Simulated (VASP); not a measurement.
# SnSe2 (P-3m1) in VASP: a series of runs

Runs on SnSe2. Level: PBE. Tasks: single point.

Everything below comes from runs of VASP 6.6.1. Logs are shortened: lines on timing, memory, paths and dates and some standing lists are left out, and cuts for length are marked.

## (1) The cell of the first run

Symmetry: P-3m1, No. 164, trigonal system. The conventional cell has a = 3.811 Å, b = 3.811 Å, c = 5.891 Å, α = 90.00°, β = 90.00°, γ = 120.00°. Sn (site symmetry -3m) has 6 Se at 2.64 Å within 3.5 Å. Se (site symmetry 3m) has 3 Sn at 2.64 Å within 3.5 Å.

## (2) Single point, PBE

The input, INCAR:

```
ALGO = Normal ; EDIFF = 1E-6
ENCUT = 520 ; GGA = PE
ISIF = 2 ; ISMEAR = -1
LASPH = True ; LCHARG = False
LREAL = False ; LWAVE = False
NBANDS = 20 ; NELM = 60
PREC = Accurate ; SIGMA = 0.05
```

The input, KPOINTS:

```
k-points
0
Gamma
  7 7 4
```

The input, POSCAR:

```
SnSe2
1.0
    3.8110000000      0.0000000000      0.0000000000
   -1.9055000000      3.3004228138      0.0000000000
    0.0000000000      0.0000000000      5.8905600000
Sn Se
1 2
Direct
    0.0000000000      0.0000000000      0.0000000000
    0.6666666667      0.3333333333      0.7510000000
    0.3333333333      0.6666666667      0.2490000000
```

Potentials or basis: VASP PAW PBE potentials, release 64 (Sn_d, Se).

Command:

```console
> cat potpaw_PBE.64/Sn_d/POTCAR potpaw_PBE.64/Se/POTCAR > POTCAR
> mpirun -np 1 vasp_std > vasp.out
```

OUTCAR:

```text
EDIFF = 1E-6
   ENCUT = 520
   GGA = PE
   ISIF = 2
   ISMEAR = -1
   LASPH = True
   LREAL = False
   NELM = 60
   PREC = Accurate

 ion  position               nearest neighbor table
   1  0.000  0.000  0.000-   2 2.64   3 2.64   3 2.64   2 2.64   2 2.64   3 2.64
   2  0.667  0.333  0.751-   1 2.64   1 2.64   1 2.64
   3  0.333  0.667  0.249-   1 2.64   1 2.64   1 2.64

  LATTYP: Found a hexagonal cell.
 ALAT       =     3.8110000000
 C/A-ratio  =     1.5456730517

  Lattice vectors:

 A1 = (   3.8110000000,   0.0000000000,   0.0000000000)
 A2 = (  -1.9055000000,   3.3004228138,   0.0000000000)
 A3 = (   0.0000000000,   0.0000000000,   5.8905600000)

Analysis of symmetry for initial positions (statically):
=====================================================================
 Subroutine PRICEL returns:
 Original cell was already a primitive cell.

 Routine SETGRP: Setting up the symmetry group for a
 hexagonal supercell.

 Subroutine GETGRP returns: Found 12 space group operations
 (whereof 12 operations were pure point group operations)
 out of a pool of 24 trial point group operations.

The static configuration has the point symmetry D_3d.

Analysis of symmetry for dynamics (positions and initial velocities):
=====================================================================
 Subroutine PRICEL returns:
 Original cell was already a primitive cell.

 Routine SETGRP: Setting up the symmetry group for a
 hexagonal supercell.

 Subroutine GETGRP returns: Found 12 space group operations
 (whereof 12 operations were pure point group operations)
 out of a pool of 24 trial point group operations.

The dynamic configuration has the point symmetry D_3d.

 Subroutine INISYM returns: Found 12 space group operations
 (whereof 12 operations are pure point group operations),
 and found     1 'primitive' translations

----------------------------------------------------------------------------------------

                                     Primitive cell

  volume of cell :      74.0909

  direct lattice vectors                    reciprocal lattice vectors
     3.811000000  0.000000000  0.000000000     0.262398321  0.151495741  0.000000000
    -1.905500000  3.300422814  0.000000000     0.000000000  0.302991482  0.000000000
     0.000000000  0.000000000  5.890560000     0.000000000  0.000000000  0.169763146

  length of vectors
     3.811000000  3.811000000  5.890560000     0.302991482  0.302991482  0.169763146

  position of ions in fractional coordinates (direct lattice)
     0.000000000  0.000000000  0.000000000
     0.666666667  0.333333333  0.751000000
     0.333333333  0.666666667  0.249000000

  ion indices of the primitive-cell ions
   primitive index   ion index
                 1           1
                 2           2
                 3           3

----------------------------------------------------------------------------------------

 KPOINTS: k-points

Automatic generation of k-mesh.
 Grid dimensions read from file:
 generate k-points for:    7    7    4

 Generating k-lattice:

  Cartesian coordinates                     Fractional coordinates (reciprocal lattice)
     0.037485474  0.021642249  0.000000000     0.142857143  0.000000000  0.000000000
     0.000000000  0.043284497  0.000000000     0.000000000  0.142857143  0.000000000
     0.000000000  0.000000000  0.042440787     0.000000000  0.000000000  0.250000000

  Length of vectors
     0.043284497  0.043284497  0.042440787

  Shift w.r.t. Gamma in fractional coordinates (k-lattice)
     0.000000000  0.000000000  0.000000000

 Subroutine IBZKPT returns following result:
 ===========================================

 Found     28 irreducible k-points:

 Following reciprocal coordinates:
            Coordinates               Weight
  0.000000  0.000000  0.000000      1.000000
  0.142857  0.000000  0.000000      6.000000
  0.285714 -0.000000  0.000000      6.000000
  0.428571 -0.000000  0.000000      6.000000
  0.142857  0.142857  0.000000      6.000000
  0.285714  0.142857  0.000000     12.000000
[... 16 lines left out ...]
  0.285714 -0.000000  0.500000      6.000000
  0.428571 -0.000000  0.500000      6.000000
 [... further k-points ...]
   k-points           NKPTS =     28   k-points in BZ     NKDIM =     28   number of bands    NBANDS=     20
   number of dos      NEDOS =    301   number of ions     NIONS =      3
   total plane-waves  NPLWV =  37632
   dimension x,y,z NGX =    28 NGY =   28 NGZ =   48
   dimension x,y,z NGXF=    56 NGYF=   56 NGZF=   96
   ions per type =               1   2
   NGX,Y,Z   is equivalent  to a cutoff of  12.21, 12.21, 13.55 a.u.
   NGXF,Y,Z  is equivalent  to a cutoff of  24.43, 24.43, 27.09 a.u.
 SYSTEM =  unknown system
   PREC   = accura    normal or accurate (medium, high low for compatibility)
   ISTART =      0    job   : 0-new  1-cont  2-samecut
   ICHARG =      2    charge: 1-file 2-atom 10-const
   ISPIN  =      1    spin polarized calculation?
   LNONCOLLINEAR =      F non collinear calculations
   LSORBIT =      F    spin-orbit coupling
   LASPH  =      T    aspherical Exc in radial PAW
   ENCUT  =  520.0 eV  38.22 Ry    6.18 a.u.   7.09  7.09 10.95*2*pi/ulx,y,z
   NELM   =     60;   NELMIN=  2; NELMDL= -5     # of ELM steps
   EDIFF  = 0.1E-05   stopping-criterion for ELM
   LREAL  =      F    real-space projection
   EDIFFG = 0.1E-04   stopping-criterion for IOM
   NSW    =      0    number of steps for IOM
   IBRION =     -1    ionic relax: 0-MD 1-quasi-New 2-CG
   NFREE  =      0    steps in history (QN), initial steepest desc. (CG)
   ISIF   =      2    stress and relaxation
   ISYM   =      2    0-nonsym 1-usesym 2-fastsym
   POTIM  = 0.5000    time-step for ionic-motion
   TEBEG  =    0.0;   TEEND  =   0.0 temperature during run
   PSTRESS=    0.0 pullay stress
   NELECT =      26.0000    total number of electrons
   NUPDOWN=      -1.0000    fix difference up-down
   EMIN   =  10.00;   EMAX   =-10.00  energy-range for DOS
   EFERMI =   0.00;   METHOD = LEGACY
   ISMEAR =    -1;   SIGMA  =   0.05  broadening in eV -4-tet -1-fermi 0-gaus
   EFERMI_NEDOS =   21; number of points for ismear=-14 and -15
   IALGO  =     38    algorithm
   IMIX   =      4    mixing-type and parameters
     AMIX     =   0.40;   BMIX     =  1.00
     AMIX_MAG =   1.60;   BMIX_MAG =  1.00
  volume/ion in A,a.u.               =      24.70       166.66
  Fermi-wavevector in a.u.,A,eV,Ry     =   1.154722  2.182109 18.141787  1.333384
  Thomas-Fermi vector in A             =   2.291357
   LORBIT       =      0    0 simple, 1 ext, 2 COOP (PROOUT), +10 PAW based schemes
   GGA     = PE    functional components
   LHFCALC =     F    Hartree Fock is set to
   AEXX    =    0.0000 exact exchange contribution
   IVDW    =     0    specifies the selected vdW correction
   LEPSILON=     F    determine dielectric tensor
   LRPA    =     F    only Hartree local field effects (RPA)
 non-spin polarized calculation
  energy-cutoff  :      520.00
  volume of cell :       74.09
 maximum number of plane-waves:      2011
   NGX = 15   NGY = 15   NGZ = 21

 number of electron      25.9999997 magnetization

 Free energy of the ion-electron system (eV)
  ---------------------------------------------------
  ext. energy  EPLUGINS =         0.00000000
  ---------------------------------------------------
  free energy    TOTEN  =       -11.57063812 eV

  energy without entropy =      -11.57053603  energy(sigma->0) =      -11.57058707

 E-fermi :   5.1666     XC(G=0):  -9.6470

 val. band max:        4.9130918980   @ k =   0.0000   0.0000   0.0000
 cond. band min:       5.4698076306   @ k =   0.0000   0.4286   0.2500
 fundamental gap:      0.5567157326
 Fermi energy:         5.1666299611

 k-point     1 :       0.0000    0.0000    0.0000
  band No.  band energies     occupation
      1     -16.7107      2.00000
      2     -16.7107      2.00000
      3     -16.6700      2.00000
      4     -16.6491      2.00000
      5     -16.6491      2.00000
      6      -9.6603      2.00000
[... 12 lines left out ...]
     19      13.5084      0.00000
     20      13.5084      0.00000

 k-point     2 :       0.1429    0.0000    0.0000
  band No.  band energies     occupation
      1     -16.7232      2.00000
      2     -16.7047      2.00000
      3     -16.6642      2.00000
      4     -16.6523      2.00000
      5     -16.6463      2.00000
      6      -9.4508      2.00000
[... 12 lines left out ...]
     19      13.0660      0.00000
     20      13.6615      0.00000

 k-point     3 :       0.2857   -0.0000    0.0000
  band No.  band energies     occupation
      1     -16.7533      2.00000
      2     -16.6962      2.00000
      3     -16.6650      2.00000
      4     -16.6434      2.00000
      5     -16.6350      2.00000
      6      -8.8612      2.00000
[... 12 lines left out ...]
     19      12.8654      0.00000
     20      14.3341      0.00000

 k-point     4 :       0.4286   -0.0000    0.0000
  band No.  band energies     occupation
      1     -16.7780      2.00000
      2     -16.6936      2.00000
      3     -16.6711      2.00000
      4     -16.6303      2.00000
      5     -16.6216      2.00000
      6      -8.1000      2.00000
[... 12 lines left out ...]
     19      14.5149      0.00000
     20      15.3042      0.00000

 k-point     5 :       0.1429    0.1429    0.0000
  band No.  band energies     occupation
      1     -16.7403      2.00000
      2     -16.7025      2.00000
      3     -16.6566      2.00000
      4     -16.6561      2.00000
      5     -16.6370      2.00000
      6      -9.0489      2.00000
[... 12 lines left out ...]
     19      11.8157      0.00000
     20      14.4396      0.00000
[... 353 lines left out ...]
      6      -9.4535      2.00000
[... 12 lines left out ...]
     19      12.8186      0.00000
     20      12.9195      0.00000

 k-point    22 :       0.1429    0.0000    0.5000
  band No.  band energies     occupation
      1     -16.7233      2.00000
      2     -16.7048      2.00000
      3     -16.6640      2.00000
      4     -16.6523      2.00000
      5     -16.6463      2.00000
      6      -9.2474      2.00000
[... 12 lines left out ...]
     19      13.1008      0.00000
     20      13.3057      0.00000

 k-point    23 :       0.2857   -0.0000    0.5000
  band No.  band energies     occupation
      1     -16.7535      2.00000
      2     -16.6963      2.00000
      3     -16.6650      2.00000
      4     -16.6433      2.00000
      5     -16.6350      2.00000
      6      -8.6737      2.00000
[... 12 lines left out ...]
     19      13.4113      0.00000
     20      14.0145      0.00000

 k-point    24 :       0.4286   -0.0000    0.5000
  band No.  band energies     occupation
      1     -16.7784      2.00000
      2     -16.6937      2.00000
      3     -16.6711      2.00000
      4     -16.6301      2.00000
      5     -16.6216      2.00000
      6      -7.9604      2.00000
[... 12 lines left out ...]
     19      14.8456      0.00000
     20      15.6177      0.00000

 [... further k-points ...]
[... 5 lines left out ...]
  --------------------------------------------------------------------------------------
  -------------------------------------------------------------------------------------
  Total        3.7234544      3.7234544      5.2575818      0.0000000     -0.0000000      0.0000000
  in kB       80.5177268     80.5177268    113.6924181      0.0000000     -0.0000000      0.0000000
  external PRESSURE =      91.5759572 kB  Pullay stress =       0.0000000 kB

 VOLUME and BASIS-vectors are now :
 -----------------------------------------------------------------------------
  energy-cutoff  :      520.00
  volume of cell :       74.09
      direct lattice vectors                 reciprocal lattice vectors
     3.811000000  0.000000000  0.000000000     0.262398321  0.151495741  0.000000000
    -1.905500000  3.300422814  0.000000000     0.000000000  0.302991482  0.000000000
     0.000000000  0.000000000  5.890560000     0.000000000  0.000000000  0.169763146

 POSITION                                       TOTAL-FORCE (eV/Angst)
 -----------------------------------------------------------------------------------
      0.00000      0.00000      0.00000        -0.000000      0.000000      0.000000
      1.90550      1.10014      4.42381         0.000000     -0.000000     -1.422696
     -0.00000      2.20028      1.46675        -0.000000      0.000000      1.422696
 -----------------------------------------------------------------------------------
    total drift:                                0.000000      0.000000     -0.000000

  FREE ENERGIE OF THE ION-ELECTRON SYSTEM (eV)
  ---------------------------------------------------
  free  energy   TOTEN  =       -11.5706381188 eV

  energy  without entropy=      -11.5705360261  energy(sigma->0) =      -11.57058707
```

Run time: 73 s. Hardware: 1 thread of AMD EPYC 7R13, shared host; peak memory 0.17 GiB.

What came out:

```yaml
Free_energy: -11.5706 eV
Pressure: 9.2 GPa
Largest_force: 1.423 eV/Å
Band_gap_on_the_k_mesh: 0.56 eV, indirect (least direct gap 0.79 eV)
```

Forces on the atoms (eV/Å):
```
Sn   0.000  0.000  0.000
Se   0.000  0.000 -1.423
Se   0.000  0.000  1.423
```

Caveat: spin-orbit coupling is left out, which moves the levels of the heavy elements; this functional lacks dispersion, which binds the layers, so the pressure and a relaxed spacing across them are unreliable; forces of over 1 eV/Å act on the atoms, so gaps and moduli don't describe the material at rest.

## (3) Single point, PBE

This run uses another cell than the first one, of 25.21 Å³/atom, 1.021 times its volume.

The input, INCAR:

```
SYSTEM = SnSe2
  ALGO = Normal
  EDIFF = 1E-7
  ENCUT = 520
  GGA = PE
  ISIF = 2
  ISMEAR = -1
  LASPH = .True.
  LCHARG = .True.
  LELF = .True.
  LREAL = .False.
  LVHAR = .True.
  LWAVE = .False.
  NBANDS = 20
  NELM = 100
  PREC = Accurate
  SIGMA = 0.05
```

The input, KPOINTS:

```
k-points
0
Gamma
  7 7 4
  0 0 0
```

Changes to POSCAR since step 2:

```diff
@@ -4,3 +4,3 @@
    -1.9055000000      3.3004228138      0.0000000000
-    0.0000000000      0.0000000000      5.8905600000
+    0.0000000000      0.0000000000      6.0132800000
 Sn Se
```

Potentials or basis: VASP PAW PBE potentials, release 64 (Sn_d, Se).

Command:

```console
> cat potpaw_PBE.64/Sn_d/POTCAR potpaw_PBE.64/Se/POTCAR > POTCAR
> mpirun -np 1 vasp_std > vasp.out
```

It took 80 s on 1 thread of AMD EPYC 7R13, shared host; peak memory 0.17 GiB.

The run converged. Its results:

| Property | Result |
| --- | --- |
| Free energy | -11.6687 eV |
| Pressure | 7.3 GPa |
| Largest force | 1.110 eV/Å |
| Band gap on the k mesh | 0.68 eV, indirect (least direct gap 0.95 eV) |

Forces on the atoms (eV/Å):
```
Sn   0.000  0.000  0.000
Se   0.000  0.000 -1.110
Se   0.000  0.000  1.110
```

Stress tensor (GPa, compression positive):
```
6.49 0.00 0.00
0.00 6.49 0.00
0.00 0.00 8.95
```

Levels at points of the mesh, in eV from the valence-band top:
```csv
k point,band 10,band 11,band 12,band 13,band 14,band 15,band 16,band 17
"(0.00, 0.00, 0.00)",-0.94,-0.63,-0.63,0.00,0.95,2.70,4.48,4.48
"(0.00, 0.00, 0.50)",-1.04,-1.04,-0.46,-0.46,2.30,2.71,4.17,4.17
```

Caveat: spin-orbit coupling is left out, which moves the levels of the heavy elements; this functional lacks dispersion, which binds the layers, so the pressure and a relaxed spacing across them are unreliable; forces of over 1 eV/Å act on the atoms, so gaps and moduli don't describe the material at rest.

[end of part 1 of 2]
